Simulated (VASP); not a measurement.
## Fe: single point with LDA

Crystal: Fe.

```
Fe
1.0
    -1.37460    1.37460    1.37460
     1.37460   -1.37460    1.37460
     1.37460    1.37460   -1.37460
Fe
1
Direct
  0.00000 0.00000 0.00000
```

```
Program             : VASP 6.6.1
Task                : single point
Functional          : LDA
Potentials or basis : VASP PAW LDA potentials, release 64 (Fe)
Cutoff              : 520 eV
k mesh              : 16 × 16 × 16
Occupations         : methfessel-paxton, width 0.3 eV
Spin                : collinear spin, ferromagnetic start
Starting moments    : [1.988] μB
```

```json
{
  "Pressure": "-0.6 GPa",
  "Band gap on the k mesh": "zero (filled and empty bands overlap)",
  "Net moment": "1.96 μB per cell",
  "Site moments": "Fe +1.93 μB",
  "Valence electrons inside the program's atomic spheres": "Fe 7.48"
}
```

Levels at points of the mesh, in eV from the Fermi level:
Spin up:
| k point | band 3 | band 4 | band 5 | band 6 | band 7 | band 8 |
| --- | --- | --- | --- | --- | --- | --- |
| (0.00, 0.00, 0.00) | -2.51 | -2.51 | -0.96 | -0.96 | 25.68 | 25.68 |
| (0.50, 0.00, 0.00) | -0.92 | -0.73 | 0.35 | 0.62 | 8.15 | 18.95 |
| (0.50, 0.50, 0.50) | 0.30 | 0.30 | 0.30 | 10.39 | 10.39 | 10.39 |
Spin down:
| k point | band 1 | band 2 | band 3 | band 4 | band 5 | band 6 | band 7 |
| --- | --- | --- | --- | --- | --- | --- | --- |
| (0.00, 0.00, 0.00) | -8.74 | -0.92 | -0.92 | -0.92 | 1.15 | 1.15 | 25.86 |
| (0.50, 0.00, 0.00) | -4.37 | -2.34 | 0.73 | 1.06 | 1.43 | 2.46 | 9.38 |
| (0.50, 0.50, 0.50) | -3.95 | -3.95 | 2.12 | 2.12 | 2.12 | 10.85 | 10.85 |

It took 44 s on 1 thread of AMD EPYC 7R43 64-Core Processor (Zen 3) (shared host), peak memory 0.11 GiB.
